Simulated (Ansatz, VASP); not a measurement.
## Two plane-wave programs on NaCl

```xyz
2
Lattice="0.0000 2.8010 2.8010 2.8010 0.0000 2.8010 2.8010 2.8010 0.0000" Properties=species:S:1:pos:R:3 pbc="T T T"
Na    0.0000    0.0000    0.0000
Cl    2.8010    2.8010    2.8010
```

Alike in both runs: task single point; functional PBEsol; k mesh 8 × 8 × 8; no spin polarisation.

|  | VASP | Ansatz |
| --- | --- | --- |
| version | VASP 6.6.1 | Ansatz 0.2.0 |
| potentials or method | VASP PAW PBE potentials, release 64 (Na_pv, Cl) | PAW with Ansatz's default frozen-core files, scalar-relativistic |
| plane-wave cutoff (eV) | 520 | 420 |
| occupations | gaussian, width 0.01 eV | fixed |
| valence electrons in the cell | 14 | 16 |

|  | VASP | Ansatz | Ansatz less VASP |
| --- | --- | --- | --- |
| gap on the k mesh at the Fermi level (eV) | 5.01 | 5.01 | +0.004 |
| pressure (GPa) | 0.0 | 0.0 | -0.02 |

VASP's potentials were made for PBE, not for PBEsol. VASP's potentials hold 14 valence electrons a cell and Ansatz's 16, so a difference there can come from the potentials and not from the codes.
